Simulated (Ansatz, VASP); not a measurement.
# Cd: VASP beside Ansatz

```
CELL_PARAMETERS angstrom
-1.59338 1.59323 2.25270
1.59338 -1.59323 2.25270
1.59338 1.59323 -2.25270
ATOMIC_POSITIONS crystal
Cd 0.50000 0.50000 0.00000
```

Alike in both runs: task relaxation of cell and atoms; functional PBE; k mesh 18 × 18 × 18; occupations gaussian, width 0.1 eV; no spin polarisation.

|  | VASP | Ansatz |
| --- | --- | --- |
| version | VASP 6.6.1 | Ansatz 0.2.0 |
| potentials or method | VASP PAW PBE potentials, release 64 (Cd), cutoff 600 eV | scalar-relativistic, plane waves, PAW |
| valence electrons in the cell | 12 | 20 |

```tsv
	VASP	Ansatz	Ansatz less VASP
gap on the k mesh at the Fermi level, each at its own relaxed structure (eV)	none	none	-
relaxed volume (Å³/atom)	22.93	22.87	-0.051
relaxed length of the cell vector where the two differ most in proportion (Å)	3.189	3.186	-0.0024
```

A gap of «none» marks a metal or a gap that the smearing closes. VASP's potentials hold 12 valence electrons a cell and Ansatz's 20, so a difference there can come from the potentials and not from the codes.
